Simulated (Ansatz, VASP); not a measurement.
## Two plane-wave programs on Ge

```xyz
6
Lattice="2.6386 -6.4550 0.0000 2.6386 6.4550 0.0000 0.0000 0.0000 3.8122" Properties=species:S:1:pos:R:3 pbc="T T T"
Ge    1.3190    1.3104    1.9061
Ge    3.9582   -1.3104    1.9061
Ge    1.3190   -1.3104    1.9061
Ge    3.9582    1.3104    1.9061
Ge    1.3193    3.2275    0.0000
Ge    1.3193   -3.2275    0.0000
```

Alike in both runs: functional PBE; k mesh 4 × 4 × 6; occupations gaussian, width 0.1 eV; no spin polarisation.

Ansatz relaxed the structure, and its values are those at the end. VASP's run is a single point on that final structure, the one shown.

```csv
,VASP,Ansatz
version,VASP 6.6.1,Ansatz 0.2.0
potentials or method,"VASP PAW PBE potentials, release 64 (Ge_d), cutoff 520 eV","scalar-relativistic, plane waves, PAW"
valence electrons in the cell,84,84
```

|  | VASP | Ansatz | Ansatz less VASP |
| --- | --- | --- | --- |
| gap on the k mesh at the Fermi level (eV) | none | none | - |
| pressure (GPa) | 0.0 | 0.0 | 0.00 |
| rms of the force components (eV/Å) | 0.003 | 0.003 | +0.0005 |

A gap of «none» marks a metal or a gap that the smearing closes.
